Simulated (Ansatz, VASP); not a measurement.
**Sr in VASP and in Ansatz**

Contents of POSCAR:

```
Sr
1.0
    0.0000000000      3.0521104090      3.0521104090
    3.0521104090      0.0000000000      3.0521104090
    3.0521104090      3.0521104090      0.0000000000
Sr
1
Direct
    0.0000000000      0.0000000000      0.0000000000
```

INCAR.step1

```
SYSTEM = Sr
ALGO = Normal ; EDIFF = 1E-4
ENCUT = 520 ; GGA = PE
ISMEAR = 0 ; LASPH = .True.
LCHARG = .False. ; LREAL = .False.
LWAVE = .True. ; NBANDS = 11
NELM = 100 ; PREC = Accurate
SIGMA = 0.6
```

INCAR.step2

```
SYSTEM = Sr
ALGO = Normal ; EDIFF = 1E-6
ENCUT = 520 ; ISIF = 2
ISMEAR = 0 ; ISTART = 1
LASPH = .True. ; LCHARG = .False.
LMIXTAU = .True. ; LREAL = .False.
LWAVE = .False. ; METAGGA = R2SCAN
NBANDS = 11 ; NELM = 100
PREC = Accurate ; SIGMA = 0.6
```

Contents of KPOINTS:

```
k-points
0
Gamma
  9 9 9
  0 0 0
```

Input for Ansatz:

```yaml
crystal:
  lattice:
    - [0.0, 3.052110409, 3.052110409]
    - [3.052110409, 0.0, 3.052110409]
    - [3.052110409, 3.052110409, 0.0]
  atoms:
    - { symbol: Sr, position: [0.0, 0.0, 0.0] }
hamiltonian:
  xc: r2scan
  pseudopotentials:
    kind: paw
    azcp:
      Sr: "pseudopotentials/Sr.paw.azcp"
basis:
  ecutwfc: 500
  fft_grid_basis: typed
kpoints:
  mp_grid: { grid: [9, 9, 9], shift: [0, 0, 0] }
magnetization:
  spin_polarized: false
scf:
  occupations: { method: gaussian, width: 0.6 }
  lower_state_search: "off"
output:
  stress: true
```

Alike in both runs: task single point; functional r2SCAN; k mesh 9 × 9 × 9; occupations gaussian, width 0.6 eV; no spin polarisation.

|  | VASP | Ansatz |
| --- | --- | --- |
| version | VASP 6.6.1 | Ansatz 0.2.0 |
| potentials or method | VASP PAW PBE potentials, release 64 (Sr_sv), cutoff 520 eV | plane waves (500 eV) with PAW, scalar-relativistic |
| valence electrons in the cell | 10 | 10 |

```csv
,VASP,Ansatz,Ansatz less VASP
pressure (GPa),0.1,0.1,-0.02
```

VASP's potentials were made for PBE, not for r2SCAN.
